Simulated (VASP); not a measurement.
Runs of VASP 6.6.1 on Zr. The structure is that of space group Pm-3m (No. 221), or close to it. The cells are those of the table. 

| task | cell | cutoff (eV) | gap on the mesh (eV) | pressure (GPa) |
| --- | --- | --- | --- | --- |
| relaxation of cell and atoms | relaxed from a = 2.950 Å, 1 atom | 600 | none | -0.1 |
| single point | a = 2.673 Å, 1 atom | 520 | none | 20.3 |
| relaxation of cell and atoms | relaxed to 30 GPa from a = 2.950 Å, 1 atom | 600 | none | 29.9 |
| single point | a = 2.618 Å, 1 atom | 520 | none | (a) |
| relaxation of cell and atoms | relaxed to 20 GPa from a = 2.950 Å, 1 atom | 600 | none | 20.0 |
| single point | a = 2.836 Å, 1 atom | 520 | none | 0.1 |
| single point | a = 2.742 Å, 1 atom | 520 | none | 10.2 |
| relaxation of cell and atoms | relaxed to 10 GPa from a = 2.950 Å, 1 atom | 600 | none | 10.0 |

Alike in all rows: level LDA; potentials or basis VASP PAW LDA potentials, release 64 (Zr_sv); no spin polarisation; k mesh 14 × 14 × 14; smearing fermi-dirac 0.05 eV.

Q: Fill in the values left out.

A: (a) 30.4.

Caveats: the cell is relaxed towards a set pressure, so the enthalpy falls and the energy may rise (some runs).

A k mesh can miss the band edges, and the runs leave out spin-orbit coupling on Zr.

A gap of «none» marks levels without a gap at the run's occupations.
